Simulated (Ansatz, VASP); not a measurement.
# TiC in VASP and in Ansatz

```
CELL_PARAMETERS angstrom
0.00000 2.16400 2.16400
2.16400 0.00000 2.16400
2.16400 2.16400 0.00000
ATOMIC_POSITIONS crystal
Ti 0.93935 0.93935 0.06065
C 0.50000 0.50000 0.50000
```

Change from the starting cell: all Ti atoms moved +0.263 Å, as atom 1 towards its neighbour atom 2 (C) at 2.164 Å.

Alike in both runs: task single point; functional PBEsol; k mesh 18 × 18 × 18; occupations gaussian, width 0.15 eV; no spin polarisation.

|  | VASP | Ansatz |
| --- | --- | --- |
| version | VASP 6.6.1 | Ansatz 0.2.0 |
| potentials or method | VASP PAW PBE potentials, release 64 (Ti_sv, C), cutoff 520 eV | scalar-relativistic, plane waves, PAW |
| valence electrons in the cell | 16 | 16 |

Ansatz gave:

| Quantity | Value |
| --- | --- |
| gap on the k mesh at the Fermi level (eV) | none |
| pressure (GPa) | 2.5 |
| traceless stress, the component that is largest in VASP (GPa) | 15.37 |
| rms of the force components (eV/Å) | 1.653 |

Q: Which values does VASP return?

A: gap on the k mesh at the Fermi level (eV): none; pressure (GPa): 2.8; traceless stress, the component that is largest in VASP (GPa): 15.51; rms of the force components (eV/Å): 1.663.

VASP's potentials were made for PBE, not for PBEsol. Atom by atom the forces differ by 0.010 eV/Å (rms over components). A gap of «none» marks a metal or a gap that the smearing closes.
